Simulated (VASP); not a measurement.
Set up this calculation in VASP 6.6.1, as the native input.

```yaml
Task: single point
Functional: PBEsol
Potentials_or_basis: VASP PAW PBE potentials, release 64 (Fe, Co)
Cutoff: 520 eV
k_mesh: 12 × 12 × 12
Occupations: gaussian, width 0.1 eV
Spin: collinear spin, zero start
Starting_moments: "[0.0, 0.0, 0.0, 0.0] μB"
Fixed_moment: 0 μB
Dipole_correction: no
Further_INCAR_settings: ALGO = Normal; EDIFF = 1e-06; NBANDS = 30
```

The structure of FeCo3 lies in POSCAR:

```
FeCo3
1.0
    3.5357026200      0.0000000000      0.0000000000
    0.0000000000      3.5357026200      0.0000000000
    0.0000000000      0.0000000000      3.5357026200
Fe Co
1 3
Direct
    0.0000000000      0.0000000000      0.0000000000
    0.5000000000      0.5000000000      0.0000000000
    0.5000000000      0.0000000000      0.5000000000
    0.0000000000      0.5000000000      0.5000000000
```

One way to write it, as run:

INCAR

```
SYSTEM = FeCo3
  ALGO = Normal
  EDIFF = 1E-6
  ENCUT = 520
  GGA = PS
  ISIF = 2
  ISMEAR = 0
  ISPIN = 2
  LASPH = .True.
  LCHARG = .False.
  LMAXMIX = 4
  LORBIT = 11
  LREAL = .False.
  LWAVE = .False.
  MAGMOM = 0 0 0 0
  NBANDS = 30
  NELM = 150
  NUPDOWN = 0.0
  PREC = Accurate
  SIGMA = 0.1
```

KPOINTS

```
k-points
0
Gamma
  12 12 12
  0 0 0
```

Potentials or basis: VASP PAW PBE potentials, release 64 (Fe, Co).

Command:

```bash
$ cat potpaw_PBE.64/Fe/POTCAR potpaw_PBE.64/Co/POTCAR > POTCAR
$ mpirun -np 1 vasp_std > vasp.out
```

It gave:

```
Pressure                                              : -26.1 GPa
Net moment                                            : 0.00 μB per cell
Valence electrons inside the program's atomic spheres : Fe 7.24; Co 8.26
```

Caveat: the cell stands under tension; the PAW data sets were made with another functional, which shifts forces and pressure a little; the total moment is fixed, so each spin has its own Fermi level.

Run time: 95 s on 1 thread of Intel(R) Xeon(R) 6975P-C (Granite Rapids), with other jobs on the host, peak memory 0.28 GiB.
